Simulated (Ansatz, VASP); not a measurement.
Cs4Sb in VASP and in Ansatz

Contents of INCAR:

```
SYSTEM = Cs4Sb
ALGO     = Fast           ! electronic algorithm
EDIFF    = 1E-7           ! SCF threshold, eV
ENCUT    = 520            ! plane-wave cutoff, eV
GGA      = PE             ! functional
ISIF     = 2              ! what is computed and relaxed
ISMEAR   = 0              ! smearing method
LASPH    = .TRUE.         ! aspherical terms in the spheres
LCHARG   = .TRUE.         ! write CHGCAR
LELF     = .TRUE.         ! ELF
LREAL    = .FALSE.        ! projectors in reciprocal space
LVHAR    = .TRUE.       
LWAVE    = .FALSE.        ! write WAVECAR
NBANDS   = 28             ! bands
NELM     = 80             ! most SCF steps
PREC     = Accurate       ! precision mode
SIGMA    = 0.1            ! smearing width, eV
```

KPOINTS

```
k-points
0
G
  4 4 4
  0 0 0
```

The input POSCAR:

```
Cs4Sb
1.0
   -3.3992013300      3.3992013300      3.3992013300
    3.3992013300     -3.3992013300      3.3992013300
    3.3992013300      3.3992013300     -3.3992013300
Cs Sb
4 1
Direct
    0.5000000000      0.5000000000      0.5000000000
    0.0000000000      0.0000000000      0.5000000000
    0.0000000000      0.5000000000      0.0000000000
    0.5000000000      0.0000000000      0.0000000000
    0.0000000000      0.0000000000      0.0000000000
```

Input for Ansatz:

```yaml
crystal:
  lattice:
    - [-3.39920133, 3.39920133, 3.39920133]
    - [3.39920133, -3.39920133, 3.39920133]
    - [3.39920133, 3.39920133, -3.39920133]
  atoms:
    - { symbol: Cs, position: [0.5, 0.5, 0.5] }
    - { symbol: Cs, position: [0.0, 0.0, 0.5] }
    - { symbol: Cs, position: [0.0, 0.5, 0.0] }
    - { symbol: Cs, position: [0.5, 0.0, 0.0] }
    - { symbol: Sb, position: [0.0, 0.0, 0.0] }
basis:
  ecutwfc: 420
kpoints:
  mp_grid: { grid: [4, 4, 4] }
hamiltonian:
  xc: pbe
scf:
  occupations: { method: gaussian, width: 0.1 }
  lower_state_search: "off"
output:
  forces: true
  stress: true
  eigenvalues: true
```

Alike in both runs: task single point; functional PBE; k mesh 4 × 4 × 4; occupations gaussian, width 0.1 eV; no spin polarisation.

```csv
,VASP,Ansatz
version,VASP 6.6.1,Ansatz 0.2.0
potentials or method,"VASP PAW PBE potentials, release 64 (Cs_sv, Sb), cutoff 520 eV","scalar-relativistic, plane waves, PAW"
valence electrons in the cell,41,51
```

Ansatz gave:

```
gap on the k mesh at the Fermi level (eV) : none
pressure (GPa)                            : 27.0
```

Question: Which values does VASP return?

Answer: gap on the k mesh at the Fermi level (eV): none; pressure (GPa): 27.7.

A gap of «none» marks a metal or a gap that the smearing closes. With one functional, cell and mesh, what is left measures potentials, basis and numerics. VASP's potentials hold 41 valence electrons a cell and Ansatz's 51, so a difference there can come from the potentials and not from the codes.

Spin-orbit coupling is off throughout.
